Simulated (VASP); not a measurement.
Here is a VASP 6.6.1 calculation.

Contents of INCAR:

```
PREC     = Accurate       # precision mode
ENCUT    = 500            # plane-wave cutoff, eV
EDIFF    = 1E-6           # SCF threshold, eV
ISMEAR   = 0              # smearing method
SIGMA    = 0.1            # smearing width, eV
LREAL    = F              # projectors in reciprocal space
LASPH    = T              # aspherical terms in the spheres
NELM     = 120            # most SCF steps
ALGO     = Normal         # electronic algorithm
ISIF     = 2              # what is computed and relaxed
LWAVE    = F              # write WAVECAR
LCHARG   = F              # write CHGCAR
GGA      = PE             # functional
NBANDS   = 16             # bands
GGA_COMPAT= F
```

Contents of KPOINTS:

```
regular mesh
0
Gamma
  6 6 6
```

POSCAR

```
InAs
1.0
    0.0000000000      3.0916113354      3.0916113354
    3.0916113354      0.0000000000      3.0916113354
    3.0916113354      3.0916113354      0.0000000000
In As
1 1
Direct
    0.0000000000      0.0000000000      0.0000000000
    0.2500000000      0.2500000000      0.2500000000
```

Potentials or basis: VASP PAW PBE potentials, release 64 (In_d, As).

Run with:

```bash
$ cat potpaw_PBE.64/In_d/POTCAR potpaw_PBE.64/As/POTCAR > POTCAR
$ mpirun -np 1 vasp_std > vasp.out
```

Estimate the pressure.

0.2 GPa.

Estimate the band gap on the k mesh.

zero (filled and empty bands touch).

Caveat: spin-orbit coupling is left out, which moves the levels of the heavy elements.
